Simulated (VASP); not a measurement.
Here is a VASP 6.6.1 calculation.

Contents of INCAR:

```
SYSTEM = Ta4H3
ALGO = Normal
EDIFF = 1E-6
ENCUT = 500
GGA = PE
GGA_COMPAT = .False.
ISIF = 2
ISMEAR = 0
LASPH = .True.
LCHARG = .True.
LELF = .True.
LREAL = .False.
LVHAR = .True.
LWAVE = .False.
NBANDS = 32
NELM = 120
PREC = Accurate
SIGMA = 0.2
```

KPOINTS

```
k-points
0
Gamma
  4 4 4
  0 0 0
```

POSCAR

```
Ta4H3
1.0
    0.0000000000      3.9701858264      3.9701858264
    3.9701858264      0.0000000000      3.9701858264
    3.9701858264      3.9701858264      0.0000000000
Ta H
4 3
Direct
    0.8687130271      0.8687130271      0.8687130271
    0.8687130271      0.8687130271      0.3938609188
    0.8687130271      0.3938609188      0.8687130271
    0.3938609188      0.8687130271      0.8687130271
    0.0000000000      0.0000000000      0.0000000000
    0.5000000000      0.5000000000      0.5000000000
    0.2500000000      0.2500000000      0.2500000000
```

Potentials or basis: VASP PAW PBE potentials, release 64 (Ta_pv, H).

Run with:

```sh
$ cat potpaw_PBE.64/Ta_pv/POTCAR potpaw_PBE.64/H/POTCAR > POTCAR
$ mpirun -np 1 vasp_std > vasp.out
```

Q: What does it give for the pressure?

A: 0.8 GPa.

Q: What does it give for the band gap on the k mesh?

A: Zero (an odd number of electrons rules out a gap without spin polarisation).

Q: Predict the largest force.

A: 0.134 eV/Å.

Forces in eV/Å, atoms in the order of the input:
```
Ta  -0.077 -0.077 -0.077
Ta   0.077  0.077 -0.077
Ta   0.077 -0.077  0.077
Ta  -0.077  0.077  0.077
H    0.000  0.000  0.000
H    0.000  0.000  0.000
H    0.000  0.000  0.000
```

Caveat: spin-orbit coupling is left out, which moves the levels of the heavy elements; an odd number of electrons without spin polarisation forces a metal; a magnetic or distorted state may lie lower.
